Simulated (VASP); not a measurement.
**Ba2O (antifluorite type): single point with PBE**

Crystal: Ba2O (antifluorite type).

```xyz
3
Lattice="0.0000 3.3710 3.3710 3.3710 0.0000 3.3710 3.3710 3.3710 0.0000" Properties=species:S:1:pos:R:3 pbc="T T T"
Ba    1.6855    1.6855    1.6855
Ba    5.0565    5.0565    5.0565
O     0.0000    0.0000    0.0000
```

```
Program             : VASP 6.6.1
Task                : single point
Functional          : PBE
Potentials or basis : VASP PAW PBE potentials, release 64 (Ba_sv, O)
Cutoff              : 520 eV
k mesh              : 14 × 14 × 14
Occupations         : fermi-dirac, width 0.0612256 eV
Spin                : no spin polarisation
```

The pressure is 3.4 GPa and the band gap on the k mesh is zero (bands 13 and 14 overlap by 0.68 eV).

Levels at points of the mesh, in eV from the Fermi level:
| k point | band 10 | band 11 | band 12 | band 13 | band 14 | band 15 | band 16 | band 17 |
| --- | --- | --- | --- | --- | --- | --- | --- | --- |
| (0.00, 0.00, 0.00) | -4.29 | -4.29 | -4.29 | -1.01 | -0.58 | -0.58 | 1.91 | 1.91 |
| (0.50, 0.00, 0.00) | -3.60 | -3.60 | -3.29 | 0.06 | 1.88 | 1.88 | 3.36 | 3.53 |
| (0.50, 0.50, 0.00) | -3.97 | -3.20 | -3.20 | -1.29 | 0.39 | 1.27 | 2.04 | 4.01 |

Run time: 99 s on 1 thread of AMD EPYC 9R45 96-Core Processor (Zen 5), on a shared host, peak memory 0.27 GiB.

Caveat: the cell stands under pressure; spin-orbit coupling is left out, which moves the levels of the heavy elements.
